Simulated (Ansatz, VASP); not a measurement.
## One calculation of BN, two programs

INCAR

```
PREC     = Accurate       # precision mode
ENCUT    = 520            # plane-wave cutoff, eV
EDIFF    = 1E-7           # SCF threshold, eV
ISMEAR   = 0              # smearing method
SIGMA    = 0.05           # smearing width, eV
LREAL    = False          # projectors in reciprocal space
LASPH    = True           # aspherical terms in the spheres
NELM     = 80             # most SCF steps
ALGO     = Normal         # electronic algorithm
ISIF     = 2              # what is computed and relaxed
LWAVE    = False          # write WAVECAR
LCHARG   = False          # write CHGCAR
GGA      = PE             # functional
IVDW     = 12             # dispersion correction
NBANDS   = 26             # bands
```

The input KPOINTS:

```
regular mesh
0
Gamma
  6 6 6
```

POSCAR

```
BN
1.0
    0.0000000000      0.0000000000      4.3376638211
    2.5076849351      3.3394821895      2.1688319106
   -2.5076849351      3.3394821895      2.1688319106
B N
4 4
Direct
    0.5001068737      0.7500000000      0.2500000000
    0.5001068737      0.2500000000      0.7500000000
    0.0001068737      0.5000000000      0.5000000000
    0.0001068737      1.0000000000      0.0000000000
    0.1524805491      0.7829062627      0.2453188718
    0.1665931163      0.2500000000      0.7500000000
    0.6665931163      0.5000000000      0.5000000000
    0.6665931163      0.0000000000      0.0000000000
```

Input for Ansatz:

```yaml
crystal:
  lattice:
    - [0.0, 0.0, 4.3376638211]
    - [2.5076849351, 3.3394821895, 2.1688319106]
    - [-2.5076849351, 3.3394821895, 2.1688319106]
  atoms:
    - { symbol: B, position: [0.5001068737, 0.75, 0.25] }
    - { symbol: B, position: [0.5001068737, 0.25, 0.75] }
    - { symbol: B, position: [0.0001068737, 0.5, 0.5] }
    - { symbol: B, position: [0.0001068737, 1.0, 0.0] }
    - { symbol: "N", position: [0.1524805491, 0.7829062627, 0.2453188718] }
    - { symbol: "N", position: [0.1665931163, 0.25, 0.75] }
    - { symbol: "N", position: [0.6665931163, 0.5, 0.5] }
    - { symbol: "N", position: [0.6665931163, 0.0, 0.0] }
basis:
  ecutwfc: 420
kpoints:
  mp_grid: { grid: [6, 6, 6] }
hamiltonian:
  xc: pbe
  dispersion: d3bj
scf:
  occupations: { method: gaussian, width: 0.05 }
output:
  forces: true
  stress: true
  eigenvalues: true
```

Alike in both runs: task single point; functional PBE; dispersion D3(BJ); k mesh 6 × 6 × 6; occupations gaussian, width 0.05 eV; no spin polarisation.

|  | VASP | Ansatz |
| --- | --- | --- |
| version | VASP 6.6.1 | Ansatz 0.2.0 |
| potentials or method | VASP PAW PBE potentials, release 64 (B, N), cutoff 520 eV | scalar-relativistic, plane waves, PAW |
| valence electrons in the cell | 32 | 32 |

Ansatz gave:

```
gap on the k mesh at the Fermi level (eV)                     : 3.62
least direct gap on the mesh (eV)                             : 3.88
pressure (GPa)                                                : 0.7
traceless stress, the component that is largest in VASP (GPa) : -2.59
rms of the force components (eV/Å)                            : 1.216
```

**Question.** Estimate VASP's values.

**Answer.** gap on the k mesh at the Fermi level (eV): 3.61; least direct gap on the mesh (eV): 3.87; pressure (GPa): 0.7; traceless stress, the component that is largest in VASP (GPa): -2.60; rms of the force components (eV/Å): 1.215.

Atom by atom the forces differ by 0.002 eV/Å (rms over components).
